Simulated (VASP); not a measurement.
Write the native input for VASP 6.6.1 that does the following.

* Task: single point
* Functional: LDA
* Potentials or basis: VASP PAW LDA potentials, release 64 (Mn_pv, I)
* Cutoff: 520 eV
* k mesh: 5 × 5 × 2
* Occupations: gaussian, width 0.05 eV
* Spin: collinear spin, ferrimagnetic start
* Starting moments: [4.62, -1.11, 0.05, 0.07, 0.07, 0.05] μB
* Hubbard terms: Mn d U = 4.0 eV
* Dipole correction: no
* Further INCAR settings: ALGO = Normal; EDIFF = 1e-06; NBANDS = 40

The structure of MnI2 lies in POSCAR:

```
MnI2
1.0
    4.1600013200      0.0000000000      0.0000000000
   -2.0800006600      3.6026668200      0.0000000000
    0.0000000000      0.0000000000     13.6399982000
Mn I
2 4
Direct
    0.0000000000      0.0000000000      0.0000000000
    0.0000000000      0.0000000000      0.5000000000
    0.3333333333      0.6666666667      0.1250000000
    0.6666666667      0.3333333333      0.3750000000
    0.3333333333      0.6666666667      0.6250000000
    0.6666666667      0.3333333333      0.8750000000
```

One way to write it, as run:

INCAR

```
SYSTEM = MnI2
PREC     = Accurate       ! precision mode
ENCUT    = 520            ! plane-wave cutoff, eV
EDIFF    = 1E-6           ! SCF threshold, eV
ISMEAR   = 0              ! smearing method
SIGMA    = 0.05           ! smearing width, eV
LREAL    = .False.        ! projectors in reciprocal space
LASPH    = .True.         ! aspherical terms in the spheres
NELM     = 150            ! most SCF steps
ALGO     = Normal         ! electronic algorithm
ISIF     = 2              ! what is computed and relaxed
LWAVE    = .False.        ! write WAVECAR
LCHARG   = .False.        ! write CHGCAR
ISPIN    = 2              ! spin polarisation
MAGMOM   = 4.62 -1.11 0.05 0.07 0.07 0.05 ! initial moments
LORBIT   = 11             ! projections on sites
LMAXMIX  = 4              ! l up to which the mixer works
LDAU     = .True.         ! DFT+U
LDAUTYPE = 2            
LDAUL    = 2 -1           ! shell
LDAUU    = 4 0            ! U, eV
LDAUJ    = 0 0          
LDAUPRINT= 1            
GGA      = CA             ! functional
NBANDS   = 40             ! bands
```

KPOINTS

```
Automatic mesh
0
Gamma
  5 5 2
  0 0 0
```

Potentials or basis: VASP PAW LDA potentials, release 64 (Mn_pv, I).

Command:

```console
$ cat potpaw_LDA.64/Mn_pv/POTCAR potpaw_LDA.64/I/POTCAR > POTCAR
$ mpirun -np 1 vasp_std > vasp.out
```

It gave:

* Pressure: -2.7 GPa
* Largest force: 0.451 eV/Å
* Band gap on the k mesh: 2.37 eV
* Net moment: 0.00 μB per cell
* Site moments: Mn +4.55, -4.55; I +0.05, -0.05 (each value once) μB
* Valence electrons inside the program's atomic spheres: Mn 11.24; I 4.31

Caveat: spin-orbit coupling is left out, which moves the levels of the heavy elements.

Run time: 78 s on 1 thread of Intel(R) Xeon(R) 6975P-C (Granite Rapids) (shared host), peak memory 0.34 GiB.
